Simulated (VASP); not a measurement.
The system is MgS (Niningerite).

```
CELL_PARAMETERS angstrom
0.00000 2.60152 2.60152
2.60152 0.00000 2.60152
2.60152 2.60152 0.00000
ATOMIC_POSITIONS crystal
Mg 0.00000 0.00000 0.00000
S 0.50000 0.50000 0.50000
```

Base run:

```yaml
Program: VASP 6.6.1
Functional: r2SCAN
Potentials_or_basis: VASP PAW PBE potentials, release 64 (Mg, S)
Cutoff: 520 eV
k_mesh: 6 × 6 × 6
Occupations: gaussian, width 0.01 eV
Spin: no spin polarisation
```

Its results: band gap on the k mesh 3.43 eV, indirect (least direct gap 4.62 eV); pressure -0.4 GPa.

Task: After a change of settings the same cell gave: band gap on the k mesh 2.77 eV, indirect (least direct gap 3.71 eV); pressure 0.9 GPa. Which change was it?
A. further incar settings from ALGO = Normal; EDIFF = 1e-06; NBANDS = 11 to ALGO = Normal; EDIFF = 1e-07; NBANDS = 11
B. functional from r2SCAN to HSE06
C. functional from r2SCAN to PBE

Result: C.

r2SCAN gives the wider gap, since meta-GGAs in the generalised Kohn-Sham scheme recover part of the derivative discontinuity.

Caveats: the PAW data sets were made with another functional, which shifts forces and pressure a little (some runs).
